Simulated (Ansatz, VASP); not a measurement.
W3Cl in VASP and in Ansatz

```
W Cl
1.0
     3.12606    0.00000    0.00000
     0.00000    3.12606    0.00000
     0.00000    0.00000   15.52991
W Cl
6 2
Direct
  0.00000 0.50000 0.74194
  0.00000 0.50000 0.94851
  0.50000 0.00000 0.84563
  0.50000 0.00000 0.25806
  0.50000 0.00000 0.05149
  0.00000 0.50000 0.15437
  0.50000 0.00000 0.62687
  0.00000 0.50000 0.37313
```

Alike in both runs: functional PBE; k mesh 10 × 10 × 2; occupations gaussian, width 0.1 eV; no spin polarisation.

Ansatz relaxed the structure, and its values are those at the end. VASP's run is a single point on that final structure, the one shown.

```csv
,VASP,Ansatz
version,VASP 6.6.1,Ansatz 0.2.0
potentials or method,"VASP PAW PBE potentials, release 64 (W_sv, Cl), cutoff 520 eV","scalar-relativistic, plane waves, PAW"
valence electrons in the cell,98,98
```

Ansatz gave:

| Item | Value |
| --- | --- |
| gap on the k mesh at the Fermi level (eV) | none |
| pressure (GPa) | 0.0 |
| rms of the force components (eV/Å) | 0.001 |

**Question.** What did VASP give for the same quantities?

**Answer.** gap on the k mesh at the Fermi level (eV): none; pressure (GPa): 0.3; rms of the force components (eV/Å): 0.009.

A gap of «none» marks a metal or a gap that the smearing closes. With one functional, cell and mesh, what is left measures potentials, basis and numerics.

Neither program's run includes spin-orbit coupling.
